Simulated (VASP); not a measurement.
# Na3Ga in VASP: further runs

The runs below take Na3Ga through single point, relaxation of the atoms, with PBEsol+D3(BJ).

Program: VASP 6.6.1. These are calculated values, not measurements. Logs are shortened: lines on timing, memory, paths and dates and some standing lists are left out, and cuts for length are marked.

## Step 1: The cell of the first run

The cell holds a slab with vacuum, 8 atoms: a = 5.410 Å, b = 5.410 Å, c = 35.277 Å, α = 90.00°, β = 90.00°, γ = 90.00°.

## Step 2: Single point, PBEsol+D3(BJ)

INCAR reads:

```
ALGO = Normal
DIPOL = 0.5 0.5 0.280
EDIFF = 1E-6
ENCUT = 400
GGA = PS
GGA_COMPAT = F
IDIPOL = 3
ISIF = 2
ISMEAR = 1
IVDW = 12
LASPH = T
LCHARG = F
LDIPOL = T
LREAL = F
LWAVE = F
NBANDS = 44
NELM = 120
NELMDL = -8
PREC = Accurate
SIGMA = 0.15
```

KPOINTS reads:

```
k-points
0
Gamma
  3 3 1
```

POSCAR reads:

```
Na3Ga
1.0
    5.4102451027      0.0000000000      0.0000000000
    0.0000000000      5.4102451027      0.0000000000
    0.0000000000      0.0000000000     35.2768630000
Na Ga
6 2
Direct
    1.0000000000      0.5000000000      0.2514988986
    0.5000000000      0.0000000000      0.2514988986
    0.5000000000      0.5000000000      0.1903249782
    0.5000000000      0.0000000000      0.3613357225
    0.0000000000      0.5000000000      0.3613357225
    0.0000000000      0.0000000000      0.3035434042
    0.0000000000      0.0000000000      0.2088664118
    0.5000000000      0.5000000000      0.3097123745
```

Potentials or basis: VASP PAW PBE potentials, release 64 (Na_pv, Ga_d).

Started as:

```bash
cat potpaw_PBE.64/Na_pv/POTCAR potpaw_PBE.64/Ga_d/POTCAR > POTCAR
mpirun -np 1 vasp_std > vasp.out
```

OUTCAR:

```text
EDIFF = 1E-6
   ENCUT = 400
   GGA = PS
   ISIF = 2
   ISMEAR = 1
   IVDW = 12
   LASPH = T
   LREAL = F
   NELM = 120
   NELMDL = -8
   PREC = Accurate
 IVDW          = 12

 ion  position               nearest neighbor table
   1  0.000  0.500  0.251-
   2  0.500  0.000  0.251-
   3  0.500  0.500  0.190-
   4  0.500  0.000  0.361-
   5  0.000  0.500  0.361-
   6  0.000  0.000  0.304-
   7  0.000  0.000  0.209-
   8  0.500  0.500  0.310-

  LATTYP: Found a simple tetragonal cell.
 ALAT       =     5.4102451027
 C/A-ratio  =     6.5203816704

  Lattice vectors:

 A1 = (   5.4102451027,   0.0000000000,   0.0000000000)
 A2 = (   0.0000000000,   5.4102451027,   0.0000000000)
 A3 = (   0.0000000000,   0.0000000000,  35.2768630000)

Analysis of symmetry for initial positions (statically):
=====================================================================
 Subroutine PRICEL returns:
 Original cell was already a primitive cell.

 Routine SETGRP: Setting up the symmetry group for a
 simple tetragonal supercell.

 Subroutine GETGRP returns: Found  8 space group operations
 (whereof  8 operations were pure point group operations)
 out of a pool of 16 trial point group operations.

The static configuration has the point symmetry C_4v.

Analysis of symmetry for dynamics (positions and initial velocities):
=====================================================================
 Subroutine PRICEL returns:
 Original cell was already a primitive cell.

 Routine SETGRP: Setting up the symmetry group for a
 simple tetragonal supercell.

 Subroutine GETGRP returns: Found  8 space group operations
 (whereof  8 operations were pure point group operations)
 out of a pool of 16 trial point group operations.

The dynamic configuration has the point symmetry C_4v.

 Subroutine INISYM returns: Found  8 space group operations
 (whereof  8 operations are pure point group operations),
 and found     1 'primitive' translations

----------------------------------------------------------------------------------------

                                     Primitive cell

  volume of cell :    1032.5803

  direct lattice vectors                    reciprocal lattice vectors
     5.410245103  0.000000000  0.000000000     0.184834510  0.000000000  0.000000000
     0.000000000  5.410245103  0.000000000     0.000000000  0.184834510  0.000000000
     0.000000000  0.000000000 35.276863000     0.000000000  0.000000000  0.028347192

  length of vectors
     5.410245103  5.410245103 35.276863000     0.184834510  0.184834510  0.028347192

  position of ions in fractional coordinates (direct lattice)
     0.000000000  0.500000000  0.251498899
     0.500000000  0.000000000  0.251498899
     0.500000000  0.500000000  0.190324978
     0.500000000  0.000000000  0.361335723
     0.000000000  0.500000000  0.361335723
     0.000000000  0.000000000  0.303543404
     0.000000000  0.000000000  0.208866412
     0.500000000  0.500000000  0.309712375

  ion indices of the primitive-cell ions
   primitive index   ion index
                 1           1
                 2           2
                 3           3
                 4           4
                 5           5
                 6           6
                 7           7
                 8           8

----------------------------------------------------------------------------------------

 KPOINTS: k-points

Automatic generation of k-mesh.
 Grid dimensions read from file:
 generate k-points for:    3    3    1

 Generating k-lattice:

  Cartesian coordinates                     Fractional coordinates (reciprocal lattice)
     0.061611503  0.000000000  0.000000000     0.333333333  0.000000000  0.000000000
     0.000000000  0.061611503  0.000000000     0.000000000  0.333333333  0.000000000
     0.000000000  0.000000000  0.028347192     0.000000000  0.000000000  1.000000000

  Length of vectors
     0.061611503  0.061611503  0.028347192

  Shift w.r.t. Gamma in fractional coordinates (k-lattice)
     0.000000000  0.000000000  0.000000000

 Subroutine IBZKPT returns following result:
 ===========================================

 Found      3 irreducible k-points:

 Following reciprocal coordinates:
            Coordinates               Weight
  0.000000  0.000000  0.000000      1.000000
  0.333333  0.000000  0.000000      4.000000
  0.333333  0.333333  0.000000      4.000000
   k-points           NKPTS =      3   k-points in BZ     NKDIM =      3   number of bands    NBANDS=     44
   number of dos      NEDOS =    301   number of ions     NIONS =      8
   total plane-waves  NPLWV = 311040
   dimension x,y,z NGX =    36 NGY =   36 NGZ =  240
   dimension x,y,z NGXF=    72 NGYF=   72 NGZF=  480
   ions per type =               6   2
   NGX,Y,Z   is equivalent  to a cutoff of  11.06, 11.06, 11.31 a.u.
   NGXF,Y,Z  is equivalent  to a cutoff of  22.12, 22.12, 22.62 a.u.
 SYSTEM =  unknown system
   PREC   = accura    normal or accurate (medium, high low for compatibility)
   ISTART =      0    job   : 0-new  1-cont  2-samecut
   ICHARG =      2    charge: 1-file 2-atom 10-const
   ISPIN  =      1    spin polarized calculation?
   LNONCOLLINEAR =      F non collinear calculations
   LSORBIT =      F    spin-orbit coupling
   LASPH  =      T    aspherical Exc in radial PAW
   ENCUT  =  400.0 eV  29.40 Ry    5.42 a.u.   8.82  8.82 57.53*2*pi/ulx,y,z
   NELM   =    120;   NELMIN=  2; NELMDL= -8     # of ELM steps
   EDIFF  = 0.1E-05   stopping-criterion for ELM
   LREAL  =      F    real-space projection
   EDIFFG = 0.1E-04   stopping-criterion for IOM
   NSW    =      0    number of steps for IOM
   IBRION =     -1    ionic relax: 0-MD 1-quasi-New 2-CG
   NFREE  =      0    steps in history (QN), initial steepest desc. (CG)
   ISIF   =      2    stress and relaxation
   ISYM   =      2    0-nonsym 1-usesym 2-fastsym
   POTIM  = 0.5000    time-step for ionic-motion
   TEBEG  =    0.0;   TEEND  =   0.0 temperature during run
   PSTRESS=    0.0 pullay stress
   NELECT =      68.0000    total number of electrons
   NUPDOWN=      -1.0000    fix difference up-down
   EMIN   =  10.00;   EMAX   =-10.00  energy-range for DOS
   EFERMI =   0.00;   METHOD = LEGACY
   ISMEAR =     1;   SIGMA  =   0.15  broadening in eV -4-tet -1-fermi 0-gaus
   EFERMI_NEDOS =   21; number of points for ismear=-14 and -15
   IALGO  =     38    algorithm
   IMIX   =      4    mixing-type and parameters
     AMIX     =   0.40;   BMIX     =  1.00
     AMIX_MAG =   1.60;   BMIX_MAG =  1.00
  volume/ion in A,a.u.               =     129.07       871.02
  Fermi-wavevector in a.u.,A,eV,Ry     =   0.661104  1.249306  5.946544  0.437059
  Thomas-Fermi vector in A             =   1.733759
   LORBIT       =      0    0 simple, 1 ext, 2 COOP (PROOUT), +10 PAW based schemes
   GGA     = PS    functional components
   LHFCALC =     F    Hartree Fock is set to
   AEXX    =    0.0000 exact exchange contribution
   IVDW    =    12    specifies the selected vdW correction
   LEPSILON=     F    determine dielectric tensor
   LRPA    =     F    only Hartree local field effects (RPA)
 non-spin polarized calculation
 Methfessel and Paxton  Order N= 1 SIGMA  =   0.15
  energy-cutoff  :      400.00
  volume of cell :     1032.58
 maximum number of plane-waves:     18812
 NGX is ok and might be reduce to    36
   NGX = 17   NGY = 17   NGZ =115

 dipolmoment           0.000000      0.000000      0.000002 electrons x Angstroem

 number of electron      68.0000135 magnetization

 dipolmoment           0.000000      0.000000     -0.064484 electrons x Angstroem

 Free energy of the ion-electron system (eV)
  ---------------------------------------------------
  ext. energy  EPLUGINS =         0.00000000
  ---------------------------------------------------
  free energy    TOTEN  =       -13.38777085 eV

  energy without entropy =      -13.40446166  energy(sigma->0) =      -13.39333445

 E-fermi :  -1.7296     XC(G=0):  -2.1810

 val. band max:       -1.9112095260   @ k =   0.0000   0.0000   0.0000
 cond. band min:      -1.6169963592   @ k =   0.3333   0.0000   0.0000
 fundamental gap:      0.2942131668
 Fermi energy:        -1.7296290643

 k-point     1 :       0.0000    0.0000    0.0000
  band No.  band energies     occupation
      1     -27.0059      2.00000
      2     -26.9637      2.00000
      3     -26.9637      2.00000
      4     -26.8336      2.00000
      5     -26.8336      2.00000
      6     -26.8293      2.00000
      7     -26.8258      2.00000
      8     -26.7862      2.00000
      9     -26.7862      2.00000
     10     -26.6529      2.00000
     11     -26.6408      2.00000
     12     -26.6408      2.00000
     13     -26.1153      2.00000
     14     -26.1153      2.00000
     15     -26.1038      2.00000
     16     -26.1007      2.00000
     17     -26.0988      2.00000
     18     -26.0988      2.00000
     19     -16.7665      2.00000
     20     -16.7522      2.00000
     21     -16.7522      2.00000
     22     -16.7299      2.00000
     23     -16.7242      2.00000
     24     -16.7236      2.00000
     25     -16.7236      2.00000
     26     -16.7170      2.00000
     27     -16.7091      2.00000
     28     -16.7041      2.00000
     29      -7.9709      2.00000
     30      -7.3842      2.00000
     31      -3.4614      2.00000
     32      -2.5899      2.00000
     33      -1.9112      2.07085
     34      -1.9112      2.07085
     35      -1.5938     -0.02471
     36      -1.0470     -0.00000
     37      -1.0470     -0.00000
     38      -0.8368     -0.00000
     39       0.0314     -0.00000
     40       0.3791     -0.00000
     41       0.5095     -0.00000
     42       0.7980     -0.00000
     43       1.0358     -0.00000
     44       1.4408      0.00000

 k-point     2 :       0.3333    0.0000    0.0000
  band No.  band energies     occupation
      1     -27.0059      2.00000
      2     -26.9638      2.00000
      3     -26.9636      2.00000
      4     -26.8329      2.00000
      5     -26.8328      2.00000
      6     -26.8287      2.00000
      7     -26.8268      2.00000
      8     -26.7872      2.00000
      9     -26.7869      2.00000
     10     -26.6527      2.00000
     11     -26.6408      2.00000
     12     -26.6408      2.00000
     13     -26.1129      2.00000
     14     -26.1123      2.00000
     15     -26.1028      2.00000
     16     -26.1020      2.00000
     17     -26.1017      2.00000
     18     -26.1012      2.00000
     19     -16.7663      2.00000
     20     -16.7527      2.00000
     21     -16.7522      2.00000
     22     -16.7293      2.00000
     23     -16.7243      2.00000
     24     -16.7239      2.00000
     25     -16.7236      2.00000
     26     -16.7168      2.00000
     27     -16.7086      2.00000
     28     -16.7041      2.00000
     29      -7.6821      2.00000
     30      -7.3277      2.00000
     31      -3.8171      2.00000
     32      -3.3168      2.00000
     33      -2.5823      2.00000
     34      -1.6170      0.04721
     35      -1.5510     -0.07055
     36      -1.0297     -0.00000
     37      -0.9471     -0.00000
     38      -0.2167     -0.00000
     39      -0.0220     -0.00000
     40       0.4867     -0.00000
     41       0.9192     -0.00000
     42       1.2714      0.00000
     43       1.3402      0.00000
     44       1.4700      0.00000

 k-point     3 :       0.3333    0.3333    0.0000
  band No.  band energies     occupation
      1     -27.0060      2.00000
      2     -26.9638      2.00000
      3     -26.9638      2.00000
      4     -26.8395      2.00000
      5     -26.8285      2.00000
      6     -26.8277      2.00000
      7     -26.8256      2.00000
      8     -26.7936      2.00000
      9     -26.7811      2.00000
     10     -26.6526      2.00000
     11     -26.6409      2.00000
     12     -26.6408      2.00000
     13     -26.1186      2.00000
     14     -26.1096      2.00000
     15     -26.1052      2.00000
     16     -26.1021      2.00000
     17     -26.1013      2.00000
     18     -26.0964      2.00000
     19     -16.7662      2.00000
     20     -16.7527      2.00000
     21     -16.7527      2.00000
     22     -16.7287      2.00000
     23     -16.7245      2.00000
     24     -16.7239      2.00000
     25     -16.7239      2.00000
     26     -16.7166      2.00000
     27     -16.7080      2.00000
     28     -16.7044      2.00000
     29      -7.4544      2.00000
     30      -7.2352      2.00000
     31      -3.5032      2.00000
     32      -3.2201      2.00000
     33      -3.0687      2.00000
     34      -2.1589      2.00040
     35      -2.1396      2.00077
     36      -1.3863     -0.00565
     37      -1.3387     -0.00142
     38      -0.4094     -0.00000
     39       0.0675     -0.00000
     40       0.1835     -0.00000
     41       1.0604     -0.00000
     42       1.0898     -0.00000
     43       1.6657      0.00000
     44       1.8398      0.00000

------------------------ aborting loop because EDIFF is reached ----------------------------------------

 vacuum level on the upper side and lower side of the slab       (xc-potential included)        -0.201         0.191

 Edisp (eV)   -1.00932

 E8    (eV) :    -0.7307

  FORCE on cell =-STRESS in cart. coord.  units (eV):
  Direction    XX          YY          ZZ          XY          YZ          ZX
  --------------------------------------------------------------------------------------
  -------------------------------------------------------------------------------------
  Total      -4.22379    -4.22379    -0.41539     0.00000     0.00000     0.00000
  in kB      -6.55373    -6.55373    -0.64453     0.00000     0.00000     0.00000
  external pressure =       -4.58 kB  Pullay stress =        0.00 kB

 VOLUME and BASIS-vectors are now :
 -----------------------------------------------------------------------------
  energy-cutoff  :      400.00
  volume of cell :     1032.58
      direct lattice vectors                 reciprocal lattice vectors
     5.410245103  0.000000000  0.000000000     0.184834510  0.000000000  0.000000000
     0.000000000  5.410245103  0.000000000     0.000000000  0.184834510  0.000000000
     0.000000000  0.000000000 35.276863000     0.000000000  0.000000000  0.028347192

 POSITION                                       TOTAL-FORCE (eV/Angst)
 -----------------------------------------------------------------------------------
      0.00000      2.70512      8.87209         0.000000      0.000000      0.016894
      2.70512      0.00000      8.87209         0.000000     -0.000000      0.016894
      2.70512      2.70512      6.71407         0.000000     -0.000000     -0.011022
      2.70512      0.00000     12.74679         0.000000     -0.000000     -0.003301
      0.00000      2.70512     12.74679         0.000000     -0.000000     -0.003301
      0.00000      0.00000     10.70806         0.000000     -0.000000      0.004969
      0.00000      0.00000      7.36815         0.000000     -0.000000     -0.009994
      2.70512      2.70512     10.92568         0.000000      0.000000     -0.011137
 -----------------------------------------------------------------------------------
    total drift:                                0.000000      0.000000     -0.001008

  FREE ENERGIE OF THE ION-ELECTRON SYSTEM (eV)
  ---------------------------------------------------
  free  energy   TOTEN  =       -14.3970940571 eV

  energy  without entropy=      -14.4137848648  energy(sigma->0) =      -14.40265766

 vacuum level on the upper side and lower side of the slab         0.746         1.144
```

It took 3.2 min on 1 thread of Intel Xeon Platinum 8259CL at 2.50GHz (Skylake/Cascade Lake), shared host; peak memory 0.66 GiB.

What came out:

```yaml
Free_energy: -14.3971 eV
Largest_force: 0.017 eV/Å
Band_gap_on_the_k_mesh: zero (bands 34 and 35 overlap by 0.52 eV)
Dispersion_energy_per_atom: -0.126 eV
```

Forces on the atoms (eV/Å):
```
Na   0.000  0.000  0.017
Na   0.000  0.000  0.017
Na   0.000  0.000 -0.011
Na   0.000  0.000 -0.003
Na   0.000  0.000 -0.003
Na   0.000  0.000  0.005
Ga   0.000  0.000 -0.010
Ga   0.000  0.000 -0.011
```

Levels at points of the mesh, in eV from the Fermi level:
```csv
k point,band 30,band 31,band 32,band 33,band 34,band 35,band 36,band 37,band 38,band 39
"(0.00, 0.00, 0.00)",-5.65,-1.73,-0.86,-0.18,-0.18,0.14,0.68,0.68,0.89,1.76
```

Caveat: the k points lie up to 0.39 Å⁻¹ apart, too coarse for converged energies and pressures of a metal; the PAW data sets were made with another functional, which shifts forces and pressure a little.

(Continued in part 2 of 2.)
